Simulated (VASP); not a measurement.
## Ta: relaxation of cell and atoms with BLYP+D3(BJ)

Crystal: Ta.

```
Ta
1.0
     2.90037    0.00000    0.00000
    -1.45019    2.51180    0.00000
     0.00000    0.00000    5.16627
Ta
2
Cartesian
  1.4502 0.8373 3.8747
  0.0000 1.6745 1.2916
```

```yaml
Program: VASP 6.6.1
Task: relaxation of cell and atoms
Functional: BLYP
Dispersion: D3(BJ)
Potentials_or_basis: VASP PAW PBE potentials, release 64 (Ta_pv)
Cutoff: 600 eV
k_mesh: 11 × 11 × 6
Occupations: gaussian, width 0.1 eV
Spin: no spin polarisation
Dipole_correction: no
Further_INCAR_settings: ALGO = Normal; EDIFF = 1e-06; IBRION = 2; EDIFFG = -0.01; NSW = 80; ISIF = 3
```

```json
{
  "Relaxed volume": "18.05 Å³/atom",
  "Relaxed cell": "a = 2.859 Å, b = 2.859 Å, c = 5.102 Å, α = 90.00°, β = 90.00°, γ = 120.00°",
  "Space group after relaxing (to 0.05 Å)": "P6_3/mmc (No. 194)",
  "Energy gained by relaxing": "19.6 meV/atom",
  "Ionic steps": "8",
  "Pressure after relaxing": "0.0 GPa",
  "Band gap on the k mesh": "zero (band 11 reaches 8.17 eV, above the bottom of band 12 at 5.64 eV)",
  "Dispersion energy per atom": "-1.635 eV"
}
```

Stress tensor (GPa, compression positive):
```
 0.03  0.00  0.00
 0.00  0.03  0.00
 0.00  0.00 -0.08
```

Step by step:
```
step  energy change (eV)  largest force (eV/Å)  pressure (GPa)  volume (Å³)
   1              0.0000                0.0000           -7.93        37.64
   2              0.1902                0.0000           23.68        32.79
   3             -0.0391                0.0000           -0.32        36.16
   4             -0.0392                0.0000           -0.02        36.11
   5             -0.0391                0.0000            0.14        36.08
   6             -0.0391                0.0000           -0.31        36.15
   7             -0.0392                0.0000           -0.09        36.11
   8             -0.0392                0.0000           -0.01        36.10
```

Final structure:
```cif
data_structure
_symmetry_space_group_name_H-M 'P 1'
_symmetry_Int_Tables_number 1
_cell_length_a 2.8586
_cell_length_b 2.8586
_cell_length_c 5.1020
_cell_angle_alpha 90.000
_cell_angle_beta 90.000
_cell_angle_gamma 120.000
_cell_volume 36.10
loop_
_atom_site_label
_atom_site_type_symbol
_atom_site_fract_x
_atom_site_fract_y
_atom_site_fract_z
_atom_site_occupancy
Ta1 Ta 0.66667 0.33333 0.75000 1
Ta2 Ta 0.33333 0.66667 0.25000 1
```

Levels at points of the mesh, in eV from the Fermi level:
```tsv
k point	band 8	band 9	band 10	band 11	band 12	band 13	band 14	band 15
(0.00, 0.00, 0.00)	-4.98	-0.71	0.28	0.55	0.55	1.13	1.13	3.02
(0.00, 0.00, 0.50)	-6.26	-1.22	-1.22	0.60	0.60	0.60	0.60	4.51
```

Wall time 97 s on 1 thread of Intel(R) Xeon(R) Platinum 8559C (Emerald Rapids) (shared host), peak memory 0.21 GiB.

Caveat: the PAW data sets were made with another functional, which shifts forces and pressure a little; spin-orbit coupling is left out, which moves the levels of the heavy elements; pairwise dispersion overbinds metals, which lowers pressure and volume.
